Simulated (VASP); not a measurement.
# Zn (P6_3/mmc) in VASP: notebook, part 2 of 3

VASP 6.6.1.

### 3 Single point, PBEsol (15.10 Å³/atom)

This run uses another cell than the first one, of 15.10 Å³/atom.

File INCAR:

```
SYSTEM = Zn
  PREC = Accurate
  ENCUT = 520
  EDIFF = 1E-7
  ISMEAR = 0
  SIGMA = 0.1
  LREAL = .False.
  LASPH = .True.
  NELM = 80
  ALGO = Normal
  ISIF = 2
  LWAVE = .False.
  LCHARG = .False.
  GGA = PS
  NBANDS = 19
```

File KPOINTS:

```
Automatic mesh
0
Gamma
  18 18 8
  0 0 0
```

File POSCAR:

```
Zn
1.0
    2.6138461838      0.0000000000      0.0000000000
   -1.3069230919      2.2636571967      0.0000000000
    0.0000000000      0.0000000000      5.1050796964
Zn
2
Direct
    0.3333333333      0.6666666667      0.2500000000
    0.6666666667      0.3333333333      0.7500000000
```

Potentials or basis: VASP PAW PBE potentials, release 64 (Zn).

Started as:

```
> cat potpaw_PBE.64/Zn/POTCAR > POTCAR
> mpirun -np 1 vasp_std > vasp.out
```

OUTCAR:

```text
SYSTEM = Zn
   PREC = Accurate
   ENCUT = 520
   EDIFF = 1E-7
   ISMEAR = 0
   LREAL = .False.
   LASPH = .True.
   NELM = 80
   ISIF = 2
   GGA = PS

 ion  position               nearest neighbor table
   1  0.333  0.667  0.250-   2 2.97   2 2.97   2 2.97   2 2.97   2 2.97   2 2.97
   2  0.667  0.333  0.750-   1 2.97   1 2.97   1 2.97   1 2.97   1 2.97   1 2.97

  LATTYP: Found a hexagonal cell.
 ALAT       =     2.6138461838
 C/A-ratio  =     1.9530910916

  Lattice vectors:

 A1 = (   2.6138461838,   0.0000000000,   0.0000000000)
 A2 = (  -1.3069230919,   2.2636571967,   0.0000000000)
 A3 = (   0.0000000000,   0.0000000000,   5.1050796964)

Analysis of symmetry for initial positions (statically):
=====================================================================
 Subroutine PRICEL returns:
 Original cell was already a primitive cell.

 Routine SETGRP: Setting up the symmetry group for a
 hexagonal supercell.

 Subroutine GETGRP returns: Found 24 space group operations
 (whereof 12 operations were pure point group operations)
 out of a pool of 24 trial point group operations.

[... 156 lines left out ...]

 Free energy of the ion-electron system (eV)
  ---------------------------------------------------
  ext. energy  EPLUGINS =         0.00000000
  ---------------------------------------------------
  free energy    TOTEN  =        -3.15479359 eV

  energy without entropy =       -3.15342884  energy(sigma->0) =       -3.15411121

 E-fermi :   2.9193     XC(G=0): -11.7246

 val. band max:        2.8881035220   @ k =   0.0556   0.0556   0.2500
 cond. band min:       2.9304543107   @ k =   0.3333   0.1111   0.0000
 fundamental gap:      0.0423507886
 Fermi energy:         2.9193120859

 k-point     1 :       0.0000    0.0000    0.0000
  band No.  band energies     occupation
      1      -7.5076      2.00000
      2      -5.7678      2.00000
      3      -5.0090      2.00000
      4      -4.7209      2.00000
      5      -4.7209      2.00000
      6      -4.6814      2.00000
[... 505 lines left out ...]
      6      -4.5360      2.00000
[... 11 lines left out ...]
     18      16.0889      0.00000
     19      17.6527      0.00000

 [... further k-points ...]
[... 5 lines left out ...]
  --------------------------------------------------------------------------------------
  -------------------------------------------------------------------------------------
  Total       -0.6150137     -0.6150137     -0.6770152     -0.0000000      0.0000000      0.0000000
  in kB      -32.6213676    -32.6213676    -35.9100291     -0.0000000      0.0000000      0.0000000
  external PRESSURE =     -33.7175881 kB  Pullay stress =       0.0000000 kB

 VOLUME and BASIS-vectors are now :
 -----------------------------------------------------------------------------
  energy-cutoff  :      520.00
  volume of cell :       30.21
      direct lattice vectors                 reciprocal lattice vectors
     2.613846184  0.000000000  0.000000000     0.382577983  0.220881501  0.000000000
    -1.306923092  2.263657197  0.000000000     0.000000000  0.441763003  0.000000000
     0.000000000  0.000000000  5.105079696     0.000000000  0.000000000  0.195883328

 POSITION                                       TOTAL-FORCE (eV/Angst)
 -----------------------------------------------------------------------------------
     -0.00000      1.50910      1.27627        -0.000000     -0.000000      0.000000
      1.30692      0.75455      3.82881         0.000000      0.000000      0.000000
 -----------------------------------------------------------------------------------
    total drift:                               -0.000000      0.000000      0.000000

  FREE ENERGIE OF THE ION-ELECTRON SYSTEM (eV)
  ---------------------------------------------------
  free  energy   TOTEN  =        -3.1547935945 eV

  energy  without entropy=       -3.1534288351  energy(sigma->0) =       -3.15411121
```

OSZICAR:

```text
N       E                     dE             d eps       ncg     rms          rms(c)
DAV:   1     0.111321598441E+03    0.11132E+03   -0.12411E+04  7302   0.199E+03
DAV:   2     0.159774856079E+01   -0.10972E+03   -0.10620E+03  7066   0.296E+02
DAV:   3    -0.342725611022E+01   -0.50250E+01   -0.50055E+01  7896   0.698E+01
DAV:   4    -0.345675119125E+01   -0.29495E-01   -0.29488E-01  7752   0.549E+00
DAV:   5    -0.345678868702E+01   -0.37496E-04   -0.37495E-04  7622   0.177E-01    0.428E+00
DAV:   6    -0.317535309294E+01    0.28144E+00   -0.11231E+00  7803   0.226E+01    0.307E+00
DAV:   7    -0.316170590706E+01    0.13647E-01   -0.40390E-02  9002   0.344E+00    0.161E+00
DAV:   8    -0.315482392562E+01    0.68820E-02   -0.22717E-03  9480   0.680E-01    0.557E-02
DAV:   9    -0.315478969956E+01    0.34226E-04   -0.27522E-04  9449   0.217E-01    0.354E-02
DAV:  10    -0.315479401899E+01   -0.43194E-05   -0.22057E-05  7344   0.410E-02    0.295E-03
DAV:  11    -0.315479384423E+01    0.17476E-06   -0.62132E-07  8011   0.128E-02    0.224E-03
DAV:  12    -0.315479359789E+01    0.24634E-06   -0.14709E-08  4101   0.178E-03    0.370E-04
DAV:  13    -0.315479359450E+01    0.33897E-08   -0.92604E-09  3848   0.174E-03
   1 F= -.31547936E+01 E0= -.31541112E+01  d E =-.136476E-02
```

stdout:

```text
POSCAR found type information on POSCAR Zn
 POSCAR found :  1 types and       2 ions
 scaLAPACK will be used
 -----------------------------------------------------------------------------
|                                                                             |
|                                                                             |
|     You enforced a specific xc type in the INCAR file but a different       |
|     I HOPE YOU KNOW WHAT YOU ARE DOING!                                     |
|                                                                             |
 -----------------------------------------------------------------------------

 LDA part: xc-table for (Slater+PW92), standard interpolation
 POSCAR, INCAR and KPOINTS ok, starting setup
 FFT: planning ... GRIDC
 FFT: planning ... GRID_SOFT
 FFT: planning ... GRID
 WAVECAR not read
 entering main loop
```

Wall time 45 s (1 thread of Intel Xeon Platinum 8488C (Sapphire Rapids), shared host); peak memory 0.2 GiB.

Results:

```
Free energy            : -3.1548 eV
Pressure               : -3.4 GPa
Band gap on the k mesh : zero (bands 12 and 13 overlap by 5.36 eV)
```

Levels at points of the mesh, in eV from the Fermi level:
```
           k point  band 9  band 10  band 11  band 12  band 13  band 14  band 15  band 16
(0.00, 0.00, 0.00)   -7.19    -7.02    -7.02    -3.83    -3.53    12.08    15.97    18.62
(0.50, 0.00, 0.00)   -6.80    -6.78    -2.64    -1.87     2.39     3.64     3.94     5.73
(0.00, 0.00, 0.50)   -7.09    -7.09    -7.09    -7.09     3.74     3.74    19.82    19.82
(0.50, 0.00, 0.50)   -6.79    -6.79    -1.76    -1.76     0.39     0.39     9.60     9.60
```

Caveat: the cell stands under tension; the PAW data sets were made with another functional, which shifts forces and pressure a little.

### 4 Single point, PBEsol (15.67 Å³/atom)

This run uses another cell than the first one, of 15.67 Å³/atom.

Edit INCAR of step 3 so:

```diff
@@ -3,3 +3,3 @@
   ENCUT = 520
-  EDIFF = 1E-7
+  EDIFF = 1E-6
   ISMEAR = 0
@@ -8,3 +8,3 @@
   LASPH = .True.
-  NELM = 80
+  NELM = 60
   ALGO = Normal
```

KPOINTS is that of step 3.

File POSCAR:

```
Zn
1.0
    2.6329639851      0.0000000000      0.0000000000
   -1.3164819926      2.2802136983      0.0000000000
    0.0000000000      0.0000000000      5.2210705695
Zn
2
Direct
    0.3333333333      0.6666666667      0.2500000000
    0.6666666667      0.3333333333      0.7500000000
```

Potentials or basis: VASP PAW PBE potentials, release 64 (Zn).

Started as:

```
> cat potpaw_PBE.64/Zn/POTCAR > POTCAR
> mpirun -np 1 vasp_std > vasp.out
```

OUTCAR:

```text
SYSTEM = Zn
   PREC = Accurate
   ENCUT = 520
   EDIFF = 1E-6
   ISMEAR = 0
   LREAL = .False.
   LASPH = .True.
   NELM = 60
   ISIF = 2
   GGA = PS

 ion  position               nearest neighbor table
   1  0.333  0.667  0.250-   2 3.02   2 3.02   2 3.02   2 3.02   2 3.02   2 3.02
   2  0.667  0.333  0.750-   1 3.02   1 3.02   1 3.02   1 3.02   1 3.02   1 3.02

  LATTYP: Found a hexagonal cell.
 ALAT       =     2.6329639851
 C/A-ratio  =     1.9829631545

  Lattice vectors:

 A1 = (   2.6329639851,   0.0000000000,   0.0000000000)
 A2 = (  -1.3164819926,   2.2802136983,   0.0000000000)
 A3 = (   0.0000000000,   0.0000000000,   5.2210705695)

Analysis of symmetry for initial positions (statically):
=====================================================================
 Subroutine PRICEL returns:
 Original cell was already a primitive cell.

 Routine SETGRP: Setting up the symmetry group for a
 hexagonal supercell.

 Subroutine GETGRP returns: Found 24 space group operations
 (whereof 12 operations were pure point group operations)
 out of a pool of 24 trial point group operations.

The static configuration has the point symmetry D_3d.
 The point group associated with its full space group is D_6h.

Analysis of symmetry for dynamics (positions and initial velocities):
=====================================================================
 Subroutine PRICEL returns:
 Original cell was already a primitive cell.

 Routine SETGRP: Setting up the symmetry group for a
 hexagonal supercell.

 Subroutine GETGRP returns: Found 24 space group operations
 (whereof 12 operations were pure point group operations)
 out of a pool of 24 trial point group operations.

The dynamic configuration has the point symmetry D_3d.
 The point group associated with its full space group is D_6h.

 Subroutine INISYM returns: Found 24 space group operations
 (whereof 12 operations are pure point group operations),
 and found     1 'primitive' translations

----------------------------------------------------------------------------------------

                                     Primitive cell

  volume of cell :      31.3458

  direct lattice vectors                    reciprocal lattice vectors
     2.632963985  0.000000000  0.000000000     0.379800106  0.219277693  0.000000000
    -1.316481993  2.280213698  0.000000000     0.000000000  0.438555387  0.000000000
     0.000000000  0.000000000  5.221070570     0.000000000  0.000000000  0.191531600

  length of vectors
     2.632963985  2.632963985  5.221070570     0.438555387  0.438555387  0.191531600

  position of ions in fractional coordinates (direct lattice)
     0.333333333  0.666666667  0.250000000
     0.666666667  0.333333333  0.750000000

  ion indices of the primitive-cell ions
   primitive index   ion index
                 1           1
                 2           2

----------------------------------------------------------------------------------------

 KPOINTS: Automatic mesh

Automatic generation of k-mesh.
 Grid dimensions read from file:
 generate k-points for:   18   18    8

 Generating k-lattice:

  Cartesian coordinates                     Fractional coordinates (reciprocal lattice)
     0.021100006  0.012182094  0.000000000     0.055555556 -0.000000000  0.000000000
     0.000000000  0.024364188  0.000000000     0.000000000  0.055555556  0.000000000
     0.000000000  0.000000000  0.023941450     0.000000000  0.000000000  0.125000000

  Length of vectors
     0.024364188  0.024364188  0.023941450

  Shift w.r.t. Gamma in fractional coordinates (k-lattice)
     0.000000000  0.000000000  0.000000000

 Subroutine IBZKPT returns following result:
 ===========================================

 Found    185 irreducible k-points:

 Following reciprocal coordinates:
            Coordinates               Weight
  0.000000  0.000000  0.000000      1.000000
  0.055556  0.000000  0.000000      6.000000
  0.111111  0.000000  0.000000      6.000000
  0.166667 -0.000000  0.000000      6.000000
  0.222222  0.000000  0.000000      6.000000
  0.277778  0.000000  0.000000      6.000000
[... 16 lines left out ...]
  0.333333  0.111111  0.000000     12.000000
  0.388889  0.111111  0.000000     12.000000
 [... further k-points ...]
   k-points           NKPTS =    185   k-points in BZ     NKDIM =    185   number of bands    NBANDS=     19
   number of dos      NEDOS =    301   number of ions     NIONS =      2
   total plane-waves  NPLWV =  16000
   dimension x,y,z NGX =    20 NGY =   20 NGZ =   40
   dimension x,y,z NGXF=    40 NGYF=   40 NGZF=   80
   ions per type =               2
   NGX,Y,Z   is equivalent  to a cutoff of  12.63, 12.63, 12.74 a.u.
   NGXF,Y,Z  is equivalent  to a cutoff of  25.26, 25.26, 25.47 a.u.
 SYSTEM =  Zn
   PREC   = accura    normal or accurate (medium, high low for compatibility)
   ISTART =      0    job   : 0-new  1-cont  2-samecut
   ICHARG =      2    charge: 1-file 2-atom 10-const
   ISPIN  =      1    spin polarized calculation?
   LNONCOLLINEAR =      F non collinear calculations
   LSORBIT =      F    spin-orbit coupling
   LASPH  =      T    aspherical Exc in radial PAW
   ENCUT  =  520.0 eV  38.22 Ry    6.18 a.u.   4.90  4.90  9.71*2*pi/ulx,y,z
   NELM   =     60;   NELMIN=  2; NELMDL= -5     # of ELM steps
   EDIFF  = 0.1E-05   stopping-criterion for ELM
   LREAL  =      F    real-space projection
   EDIFFG = 0.1E-04   stopping-criterion for IOM
   NSW    =      0    number of steps for IOM
   IBRION =     -1    ionic relax: 0-MD 1-quasi-New 2-CG
   NFREE  =      0    steps in history (QN), initial steepest desc. (CG)
   ISIF   =      2    stress and relaxation
   ISYM   =      2    0-nonsym 1-usesym 2-fastsym
   POTIM  = 0.5000    time-step for ionic-motion
   TEBEG  =    0.0;   TEEND  =   0.0 temperature during run
   PSTRESS=    0.0 pullay stress
   NELECT =      24.0000    total number of electrons
   NUPDOWN=      -1.0000    fix difference up-down
   EMIN   =  10.00;   EMAX   =-10.00  energy-range for DOS
   EFERMI =   0.00;   METHOD = LEGACY
   ISMEAR =     0;   SIGMA  =   0.10  broadening in eV -4-tet -1-fermi 0-gaus
   EFERMI_NEDOS =   21; number of points for ismear=-14 and -15
   IALGO  =     38    algorithm
   IMIX   =      4    mixing-type and parameters
     AMIX     =   0.40;   BMIX     =  1.00
     AMIX_MAG =   1.60;   BMIX_MAG =  1.00
  volume/ion in A,a.u.               =      15.67       105.77
  Fermi-wavevector in a.u.,A,eV,Ry     =   1.497678  2.830202 30.518420  2.243041
  Thomas-Fermi vector in A             =   2.609535
   LORBIT       =      0    0 simple, 1 ext, 2 COOP (PROOUT), +10 PAW based schemes
   GGA     = PS    functional components
   LHFCALC =     F    Hartree Fock is set to
   AEXX    =    0.0000 exact exchange contribution
   IVDW    =     0    specifies the selected vdW correction
   LEPSILON=     F    determine dielectric tensor
   LRPA    =     F    only Hartree local field effects (RPA)
 non-spin polarized calculation
 Gauss-broadening in eV      SIGMA  =   0.10
  energy-cutoff  :      520.00
  volume of cell :       31.35
 maximum number of plane-waves:       867
 NGX is ok and might be reduce to    20
   NGX =  9   NGY =  9   NGZ = 19

 number of electron      23.9999999 magnetization

 Free energy of the ion-electron system (eV)
  ---------------------------------------------------
  ext. energy  EPLUGINS =         0.00000000
  ---------------------------------------------------
  free energy    TOTEN  =        -3.12271576 eV

  energy without entropy =       -3.12103088  energy(sigma->0) =       -3.12187332

 E-fermi :   2.5802     XC(G=0): -11.5263

 val. band max:        2.5748729476   @ k =   0.3889   0.0556   0.0000
 cond. band min:       2.5830564582   @ k =   0.3889   0.2222   0.5000
 fundamental gap:      0.0081835106
 Fermi energy:         2.5801739072

 k-point     1 :       0.0000    0.0000    0.0000
  band No.  band energies     occupation
      1      -7.4858      2.00000
      2      -5.8982      2.00000
      3      -5.1784      2.00000
      4      -4.8978      2.00000
      5      -4.8978      2.00000
      6      -4.8640      2.00000
[... 11 lines left out ...]
     18      22.5851      0.00000
     19      22.5859      0.00000

 k-point     2 :       0.0556    0.0000    0.0000
  band No.  band energies     occupation
      1      -7.3911      2.00000
      2      -5.8518      2.00000
      3      -5.1661      2.00000
      4      -4.9095      2.00000
      5      -4.8754      2.00000
      6      -4.8750      2.00000
[... 476 lines left out ...]
 k-point    24 :       0.3889    0.1111    0.0000
  band No.  band energies     occupation
      1      -5.5321      2.00000
      2      -5.4513      2.00000
      3      -5.2976      2.00000
      4      -4.9275      2.00000
      5      -4.7183      2.00000
      6      -4.7074      2.00000
[... 11 lines left out ...]
     18      15.4720      0.00000
     19      17.2035      0.00000

 [... further k-points ...]
[... 5 lines left out ...]
  --------------------------------------------------------------------------------------
  -------------------------------------------------------------------------------------
  Total       -1.0440256     -1.0440256     -1.0670029      0.0000000      0.0000000      0.0000000
  in kB      -53.3631790    -53.3631790    -54.5376162      0.0000000      0.0000000      0.0000000
  external PRESSURE =     -53.7546581 kB  Pullay stress =       0.0000000 kB

 VOLUME and BASIS-vectors are now :
 -----------------------------------------------------------------------------
  energy-cutoff  :      520.00
  volume of cell :       31.35
      direct lattice vectors                 reciprocal lattice vectors
     2.632963985  0.000000000  0.000000000     0.379800106  0.219277693  0.000000000
    -1.316481993  2.280213698  0.000000000     0.000000000  0.438555387  0.000000000
     0.000000000  0.000000000  5.221070570     0.000000000  0.000000000  0.191531600

 POSITION                                       TOTAL-FORCE (eV/Angst)
 -----------------------------------------------------------------------------------
     -0.00000      1.52014      1.30527        -0.000000      0.000000      0.000000
      1.31648      0.76007      3.91580         0.000000     -0.000000      0.000000
 -----------------------------------------------------------------------------------
    total drift:                               -0.000000      0.000000     -0.000000

  FREE ENERGIE OF THE ION-ELECTRON SYSTEM (eV)
  ---------------------------------------------------
  free  energy   TOTEN  =        -3.1227157646 eV

  energy  without entropy=       -3.1210308850  energy(sigma->0) =       -3.12187332
```

Wall time 41 s (1 thread of Intel Xeon Platinum 8488C (Sapphire Rapids), shared host); peak memory 0.21 GiB.

Results:

```
Free energy            : -3.1227 eV
Pressure               : -5.4 GPa
Band gap on the k mesh : zero (bands 12 and 13 overlap by 5.49 eV)
```

Stress tensor (GPa, compression positive):
```
-5.34  0.00  0.00
 0.00 -5.34  0.00
 0.00  0.00 -5.45
```

Caveat: the cell stands under tension; the PAW data sets were made with another functional, which shifts forces and pressure a little.

[end of part 2 of 3]
